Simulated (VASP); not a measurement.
# PbS (Fm-3m) in VASP: settings compared, part 2 of 2

VASP 6.6.1. The steps go on from the part before.

## (5) Single point, PBE

File INCAR:

```
SYSTEM = PbS
ALGO = Normal
EDIFF = 1E-6
ENCUT = 520
GGA = PE
ISIF = 2
ISMEAR = 0
LASPH = .TRUE.
LCHARG = .FALSE.
LREAL = .FALSE.
LWAVE = .FALSE.
NBANDS = 17
NELM = 100
PREC = Accurate
SIGMA = 0.01
```

File KPOINTS:

```
k-points
0
G
  6 6 6
  0 0 0
```

File POSCAR:

```
PbS
1.0
    0.0000000000      2.9705683269      2.9705683269
    2.9705683269      0.0000000000      2.9705683269
    2.9705683269      2.9705683269      0.0000000000
Pb S
1 1
Direct
    0.0000000000      0.0000000000      0.0000000000
    0.5000000000      0.5000000000      0.5000000000
```

Potentials or basis: VASP PAW PBE potentials, release 64 (Pb_d, S).

Launch:

```
cat potpaw_PBE.64/Pb_d/POTCAR potpaw_PBE.64/S/POTCAR > POTCAR
mpirun -np 1 vasp_std > vasp.out
```

OUTCAR:

```text
SYSTEM = PbS
   EDIFF = 1E-6
   ENCUT = 520
   GGA = PE
   ISIF = 2
   ISMEAR = 0
   LASPH = .TRUE.
   LREAL = .FALSE.
   NELM = 100
   PREC = Accurate

 ion  position               nearest neighbor table
   1  0.000  0.000  0.000-   2 2.97   2 2.97   2 2.97   2 2.97   2 2.97   2 2.97
   2  0.500  0.500  0.500-   1 2.97   1 2.97   1 2.97   1 2.97   1 2.97   1 2.97

  LATTYP: Found a face centered cubic cell.
 ALAT       =     5.9411366538

  Lattice vectors:

 A1 = (   0.0000000000,   2.9705683269,   2.9705683269)
 A2 = (   2.9705683269,   0.0000000000,   2.9705683269)
 A3 = (   2.9705683269,   2.9705683269,   0.0000000000)

Analysis of symmetry for initial positions (statically):
=====================================================================
 Subroutine PRICEL returns:
 Original cell was already a primitive cell.

 Routine SETGRP: Setting up the symmetry group for a
 face centered cubic supercell.

 Subroutine GETGRP returns: Found 48 space group operations
 (whereof 48 operations were pure point group operations)
 out of a pool of 48 trial point group operations.

The static configuration has the point symmetry O_h .

Analysis of symmetry for dynamics (positions and initial velocities):
=====================================================================
 Subroutine PRICEL returns:
 Original cell was already a primitive cell.

 Routine SETGRP: Setting up the symmetry group for a
 face centered cubic supercell.

 Subroutine GETGRP returns: Found 48 space group operations
 (whereof 48 operations were pure point group operations)
 out of a pool of 48 trial point group operations.

The dynamic configuration has the point symmetry O_h .

 Subroutine INISYM returns: Found 48 space group operations
 (whereof 48 operations are pure point group operations),
 and found     1 'primitive' translations

----------------------------------------------------------------------------------------

                                     Primitive cell

  volume of cell :      52.4262

  direct lattice vectors                    reciprocal lattice vectors
     0.000000000  2.970568327  2.970568327    -0.168317960  0.168317960  0.168317960
     2.970568327  0.000000000  2.970568327     0.168317960 -0.168317960  0.168317960
     2.970568327  2.970568327  0.000000000     0.168317960  0.168317960 -0.168317960

  length of vectors
     4.201018016  4.201018016  4.201018016     0.291535258  0.291535258  0.291535258

  position of ions in fractional coordinates (direct lattice)
     0.000000000  0.000000000  0.000000000
     0.500000000  0.500000000  0.500000000

  ion indices of the primitive-cell ions
   primitive index   ion index
                 1           1
                 2           2

----------------------------------------------------------------------------------------

 KPOINTS: k-points

Automatic generation of k-mesh.
 Grid dimensions read from file:
 generate k-points for:    6    6    6

 Generating k-lattice:

  Cartesian coordinates                     Fractional coordinates (reciprocal lattice)
    -0.028052993  0.028052993  0.028052993     0.166666667  0.000000000  0.000000000
     0.028052993 -0.028052993  0.028052993     0.000000000  0.166666667  0.000000000
     0.028052993  0.028052993 -0.028052993     0.000000000  0.000000000  0.166666667

  Length of vectors
     0.048589210  0.048589210  0.048589210

  Shift w.r.t. Gamma in fractional coordinates (k-lattice)
     0.000000000  0.000000000  0.000000000

 Subroutine IBZKPT returns following result:
 ===========================================

 Found     16 irreducible k-points:

 Following reciprocal coordinates:
            Coordinates               Weight
  0.000000  0.000000  0.000000      1.000000
  0.166667  0.000000  0.000000      8.000000
  0.333333  0.000000  0.000000      8.000000
  0.500000  0.000000  0.000000      4.000000
  0.166667  0.166667  0.000000      6.000000
  0.333333  0.166667  0.000000     24.000000
[... 8 lines left out ...]
 -0.333333  0.333333  0.166667     24.000000
 -0.333333  0.500000  0.166667     12.000000
   k-points           NKPTS =     16   k-points in BZ     NKDIM =     16   number of bands    NBANDS=     17
   number of dos      NEDOS =    301   number of ions     NIONS =      2
   total plane-waves  NPLWV =  32768
   dimension x,y,z NGX =    32 NGY =   32 NGZ =   32
   dimension x,y,z NGXF=    64 NGYF=   64 NGZF=   64
   ions per type =               1   1
   NGX,Y,Z   is equivalent  to a cutoff of  12.66, 12.66, 12.66 a.u.
   NGXF,Y,Z  is equivalent  to a cutoff of  25.33, 25.33, 25.33 a.u.
 SYSTEM =  PbS
   PREC   = accura    normal or accurate (medium, high low for compatibility)
   ISTART =      0    job   : 0-new  1-cont  2-samecut
   ICHARG =      2    charge: 1-file 2-atom 10-const
   ISPIN  =      1    spin polarized calculation?
   LNONCOLLINEAR =      F non collinear calculations
   LSORBIT =      F    spin-orbit coupling
   LASPH  =      T    aspherical Exc in radial PAW
   ENCUT  =  520.0 eV  38.22 Ry    6.18 a.u.   7.81  7.81  7.81*2*pi/ulx,y,z
   NELM   =    100;   NELMIN=  2; NELMDL= -5     # of ELM steps
   EDIFF  = 0.1E-05   stopping-criterion for ELM
   LREAL  =      F    real-space projection
   EDIFFG = 0.1E-04   stopping-criterion for IOM
   NSW    =      0    number of steps for IOM
   IBRION =     -1    ionic relax: 0-MD 1-quasi-New 2-CG
   NFREE  =      0    steps in history (QN), initial steepest desc. (CG)
   ISIF   =      2    stress and relaxation
   ISYM   =      2    0-nonsym 1-usesym 2-fastsym
   POTIM  = 0.5000    time-step for ionic-motion
   TEBEG  =    0.0;   TEEND  =   0.0 temperature during run
   PSTRESS=    0.0 pullay stress
   NELECT =      20.0000    total number of electrons
   NUPDOWN=      -1.0000    fix difference up-down
   EMIN   =  10.00;   EMAX   =-10.00  energy-range for DOS
   EFERMI =   0.00;   METHOD = LEGACY
   ISMEAR =     0;   SIGMA  =   0.01  broadening in eV -4-tet -1-fermi 0-gaus
   EFERMI_NEDOS =   21; number of points for ismear=-14 and -15
   IALGO  =     38    algorithm
   IMIX   =      4    mixing-type and parameters
     AMIX     =   0.40;   BMIX     =  1.00
     AMIX_MAG =   1.60;   BMIX_MAG =  1.00
  volume/ion in A,a.u.               =      26.21       176.89
  Fermi-wavevector in a.u.,A,eV,Ry     =   1.187322  2.243714 19.180598  1.409734
  Thomas-Fermi vector in A             =   2.323476
   LORBIT       =      0    0 simple, 1 ext, 2 COOP (PROOUT), +10 PAW based schemes
   GGA     = PE    functional components
   LHFCALC =     F    Hartree Fock is set to
   AEXX    =    0.0000 exact exchange contribution
   IVDW    =     0    specifies the selected vdW correction
   LEPSILON=     F    determine dielectric tensor
   LRPA    =     F    only Hartree local field effects (RPA)
 non-spin polarized calculation
 Gauss-broadening in eV      SIGMA  =   0.01
  energy-cutoff  :      520.00
  volume of cell :       52.43
 maximum number of plane-waves:      1428
   NGX = 15   NGY = 15   NGZ = 15

 number of electron      19.9999999 magnetization

 Free energy of the ion-electron system (eV)
  ---------------------------------------------------
  ext. energy  EPLUGINS =         0.00000000
  ---------------------------------------------------
  free energy    TOTEN  =        -8.76083670 eV

  energy without entropy =       -8.76083670  energy(sigma->0) =       -8.76083670

 E-fermi :   5.8196     XC(G=0):  -9.6603

 val. band max:        5.7514594508   @ k =   0.5000   0.0000   0.0000
 cond. band min:       6.1345875542   @ k =   0.5000   0.0000   0.0000
 fundamental gap:      0.3831281034
 Fermi energy:         5.8196481394

 k-point     1 :       0.0000    0.0000    0.0000
  band No.  band energies     occupation
      1     -11.0570      2.00000
      2     -11.0570      2.00000
      3     -11.0570      2.00000
      4     -11.0405      2.00000
      5     -11.0405      2.00000
      6      -7.7973      2.00000
[... 9 lines left out ...]
     16      12.5006      0.00000
     17      14.4291      0.00000
[... 281 lines left out ...]
 k-point    16 :      -0.3333    0.5000    0.1667
  band No.  band energies     occupation
      1     -11.1605      2.00000
      2     -11.0617      2.00000
      3     -11.0315      2.00000
      4     -11.0193      2.00000
      5     -10.9972      2.00000
      6      -6.1165      2.00000
[... 9 lines left out ...]
     16      17.5865      0.00000
     17      18.0152      0.00000

------------------------ aborting loop because EDIFF is reached ----------------------------------------

  FORCE on cell =-STRESS in cart. coord.  units (eV):
  Direction    XX          YY          ZZ          XY          YZ          ZX
  --------------------------------------------------------------------------------------
  -------------------------------------------------------------------------------------
  Total        0.5961912      0.5961912      0.5961912      0.0000000      0.0000000      0.0000000
  in kB       18.2199628     18.2199628     18.2199628      0.0000000      0.0000000      0.0000000
  external PRESSURE =      18.2199628 kB  Pullay stress =       0.0000000 kB

 VOLUME and BASIS-vectors are now :
 -----------------------------------------------------------------------------
  energy-cutoff  :      520.00
  volume of cell :       52.43
      direct lattice vectors                 reciprocal lattice vectors
     0.000000000  2.970568327  2.970568327    -0.168317960  0.168317960  0.168317960
     2.970568327  0.000000000  2.970568327     0.168317960 -0.168317960  0.168317960
     2.970568327  2.970568327  0.000000000     0.168317960  0.168317960 -0.168317960

 POSITION                                       TOTAL-FORCE (eV/Angst)
 -----------------------------------------------------------------------------------
      0.00000      0.00000      0.00000         0.000000      0.000000      0.000000
      2.97057      2.97057      2.97057        -0.000000     -0.000000     -0.000000
 -----------------------------------------------------------------------------------
    total drift:                                0.000000     -0.000000     -0.000000

  FREE ENERGIE OF THE ION-ELECTRON SYSTEM (eV)
  ---------------------------------------------------
  free  energy   TOTEN  =        -8.7608367001 eV

  energy  without entropy=       -8.7608367001  energy(sigma->0) =       -8.76083670
```

OSZICAR:

```text
N       E                     dE             d eps       ncg     rms          rms(c)
DAV:   1     0.166301927513E+03    0.16630E+03   -0.95665E+03   552   0.122E+03
DAV:   2     0.299412719520E+01   -0.16331E+03   -0.15687E+03   595   0.311E+02
DAV:   3    -0.895811521594E+01   -0.11952E+02   -0.11884E+02   705   0.915E+01
DAV:   4    -0.923741962047E+01   -0.27930E+00   -0.27912E+00   703   0.158E+01
DAV:   5    -0.924614415095E+01   -0.87245E-02   -0.87239E-02   758   0.257E+00    0.459E+00
DAV:   6    -0.875619351684E+01    0.48995E+00   -0.13968E+00   849   0.798E+00    0.321E+00
DAV:   7    -0.875759392303E+01   -0.14004E-02   -0.15052E-01   660   0.192E+00    0.187E+00
DAV:   8    -0.876135449429E+01   -0.37606E-02   -0.18187E-02   627   0.142E+00    0.308E-01
DAV:   9    -0.876063237195E+01    0.72212E-03   -0.40606E-03   854   0.548E-01    0.839E-02
DAV:  10    -0.876082717828E+01   -0.19481E-03   -0.39942E-04   601   0.120E-01    0.547E-02
DAV:  11    -0.876083606840E+01   -0.88901E-05   -0.50840E-05   765   0.762E-02    0.125E-02
DAV:  12    -0.876083670011E+01   -0.63170E-06   -0.45688E-06   706   0.238E-02
   1 F= -.87608367E+01 E0= -.87608367E+01  d E =-.669349E-24
```

It took 18 s on 1 thread of Intel Xeon 8259CL, shared host; peak memory 0.17 GiB.

What came out:

| Item | Value |
| --- | --- |
| Free energy | -8.7608 eV |
| Pressure | 1.8 GPa |
| Band gap on the k mesh | 0.38 eV |

Caveat: spin-orbit coupling is left out, which moves the levels of the heavy elements.

## (6) Single point, HSE06

POSCAR is that of step 5.

File INCAR.step1:

```
  PREC = Accurate
  ENCUT = 520
  EDIFF = 1E-5
  ISMEAR = 0
  SIGMA = 0.01
  LREAL = F
  LASPH = T
  NELM = 60
  ALGO = Normal
  ISIF = 2
  LWAVE = T
  GGA = PE
  NBANDS = 17
```

File INCAR.step2:

```
  PREC = Accurate
  ENCUT = 520
  EDIFF = 1E-6
  ISMEAR = 0
  SIGMA = 0.01
  LREAL = F
  LASPH = T
  NELM = 60
  ALGO = Normal
  ISIF = 2
  LWAVE = F
  LCHARG = T
  GGA = PE
  LHFCALC = T
  HFSCREEN = 0.2079
  PRECFOCK = Normal
  LELF = T
  LVHAR = T
  ISTART = 1
  NBANDS = 17
```

File KPOINTS:

```
Automatic mesh
0
Gamma
  4 4 4
```

Potentials or basis: VASP PAW PBE potentials, release 64 (Pb_d, S).

Launch:

```
cat potpaw_PBE.64/Pb_d/POTCAR potpaw_PBE.64/S/POTCAR > POTCAR
cp INCAR.step1 INCAR
mpirun -np 1 vasp_std > vasp.out
cp INCAR.step2 INCAR
mpirun -np 1 vasp_std > vasp.out
```

Wall time 13 min (1 thread of Intel Xeon 8259CL, shared host); peak memory 0.29 GiB.

The run converged. Its results:

* Free energy: -10.3919 eV
* Pressure: 0.8 GPa
* Band gap on the k mesh: 0.82 eV

Levels at points of the mesh, in eV from the valence-band top:
| k point | band 8 | band 9 | band 10 | band 11 | band 12 | band 13 |
| --- | --- | --- | --- | --- | --- | --- |
| (0.00, 0.00, 0.00) | -2.52 | -2.52 | -2.52 | 6.03 | 6.03 | 6.03 |
| (0.50, 0.00, 0.00) | -2.12 | -2.12 | 0.00 | 0.82 | 2.50 | 2.50 |
| (0.50, 0.50, 0.00) | -5.81 | -3.89 | -3.89 | 4.39 | 6.46 | 6.56 |

Caveat: the k points lie up to 0.46 Å⁻¹ apart; the PAW data sets were made with another functional, which shifts forces and pressure a little; spin-orbit coupling is left out, which moves the levels of the heavy elements. A k mesh can miss the band edges.

## (7) The runs side by side

```csv
level,k mesh,grid for exact exchange (PRECFOCK),share of exact exchange,screening parameter,gap on the mesh (eV),pressure (GPa)
PBE,4 × 4 × 4,-,-,-,0.38,1.9
r2SCAN,4 × 4 × 4,-,-,-,0.64,1.1
PBE,6 × 6 × 6,-,-,-,0.38,1.8
HSE06,4 × 4 × 4,Normal,0.25,0.2079 1/Å,0.82,0.8
```

Alike in all rows: task single point; potentials or basis VASP PAW PBE potentials, release 64 (Pb_d, S); no spin polarisation; cell as given; cutoff (eV) 520; smearing gaussian 0.01 eV.

Caveats: some runs use coarse meshes; spin-orbit coupling is left out, which moves the levels of the heavy elements; the PAW data sets were made with another functional, which shifts forces and pressure a little (at least some runs).

Total energies depend on the potentials used, so only differences within one code and one set of settings carry meaning.
